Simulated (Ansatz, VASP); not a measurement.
## Ta2N in VASP and in Ansatz

```xyz
3
Lattice="3.1011 0.0000 0.0000 -1.5506 2.6857 0.0403 0.0000 0.0732 4.8819" Properties=species:S:1:pos:R:3 pbc="T T T"
Ta    1.5506    0.9498    3.6500
Ta    0.0000    1.8091    1.2722
N     0.0000    0.0000    0.0000
```

Change from the starting cell: strain +0.0300 x Voigt [0, 0, 0, 1, 0, 0], atoms carried along.

Alike in both runs: task single point; functional PBE; k mesh 18 × 18 × 10; occupations gaussian, width 0.15 eV; no spin polarisation.

|  | VASP | Ansatz |
| --- | --- | --- |
| version | VASP 6.6.1 | Ansatz 0.2.0 |
| potentials or method | VASP PAW PBE potentials, release 64 (Ta_pv, N), cutoff 520 eV | scalar-relativistic, plane waves, PAW |
| valence electrons in the cell | 27 | 31 |

```tsv
	VASP	Ansatz	Ansatz less VASP
gap on the k mesh at the Fermi level (eV)	none	none	-
pressure (GPa)	0.7	0.3	-0.44
traceless stress, the component that is largest in VASP (GPa)	-4.33	-4.32	+0.015
rms of the force components (eV/Å)	0.070	0.064	-0.0056
```

Atom by atom the forces differ by 0.022 eV/Å (rms over components). A gap of «none» marks a metal or a gap that the smearing closes. VASP's potentials hold 27 valence electrons a cell and Ansatz's 31, so a difference there can come from the potentials and not from the codes.

Neither program's run includes spin-orbit coupling.
